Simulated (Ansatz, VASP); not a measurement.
One calculation of MgH8Cl2O4, two programs

```
O H Mg Cl
1.0
     5.70827    0.00000    0.00000
     0.00000    5.70827    0.00000
     0.00000    0.00000    5.70827
O H Mg Cl
4 8 1 2
Direct
  0.04418 0.73504 0.78045
  0.72471 0.58310 0.42099
  0.88916 0.99274 0.20240
  0.74490 0.36437 0.90993
  0.16407 0.61713 0.81093
  0.13802 0.86378 0.71275
  0.83938 0.60301 0.54620
  0.59719 0.69314 0.46341
  0.03845 0.07254 0.23340
  0.77968 0.03743 0.32830
  0.61328 0.31698 0.81220
  0.79711 0.21795 0.98162
  0.87598 0.63934 0.10431
  0.22534 0.44631 0.18313
  0.45810 0.01236 0.57255
```

Alike in both runs: functional r2SCAN; dispersion D3(BJ); k mesh 1 × 1 × 1; occupations fermi-dirac, width 0.05 eV; no spin polarisation.

Ansatz relaxed the structure, and its values are those at the end. VASP's run is a single point on that final structure, the one shown.

|  | VASP | Ansatz |
| --- | --- | --- |
| version | VASP 6.6.1 | Ansatz 0.2.0 |
| potentials or method | VASP PAW PBE potentials, release 64 (O, H, Mg, Cl), cutoff 520 eV | scalar-relativistic, plane waves, PAW |
| valence electrons in the cell | 48 | 56 |

```tsv
	VASP	Ansatz	Ansatz less VASP
rms of the force components (eV/Å)	0.067	0.082	+0.0143
```

VASP's potentials were made for PBE, not for r2SCAN. VASP's potentials hold 48 valence electrons a cell and Ansatz's 56, so a difference there can come from the potentials and not from the codes. Ansatz's warnings: dispersion damping borrowed, dispersion switch in reach.
